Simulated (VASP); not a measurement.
Input of a VASP 6.6.1 run:

File INCAR:

```
SYSTEM = LiH
PREC = Accurate ; ENCUT = 520
EDIFF = 1E-6 ; ISMEAR = -1
SIGMA = 0.03 ; LREAL = .FALSE.
LASPH = .TRUE. ; NELM = 80
ALGO = Normal ; ISIF = 2
LWAVE = .FALSE. ; LCHARG = .FALSE.
GGA = CA ; NBANDS = 9
```

The input KPOINTS:

```
Automatic mesh
0
G
  11 11 11
  0 0 0
```

POSCAR

```
LiH
1.0
    0.0000000000      2.0257022904      2.0257022904
    2.0257022904      0.0000000000      2.0257022904
    2.0257022904      2.0257022904      0.0000000000
Li H
1 1
Direct
    0.0000000000      0.0000000000      0.0000000000
    0.5000000000      0.5000000000      0.5000000000
```

Potentials or basis: VASP PAW LDA potentials, release 64 (Li_sv, H).

Launch:

```bash
$ cat potpaw_LDA.64/Li_sv/POTCAR potpaw_LDA.64/H/POTCAR > POTCAR
$ mpirun -np 1 vasp_std > vasp.out
```

(1) Predict the band gap on the k mesh.

Results:

(1) 2.83 eV, direct.
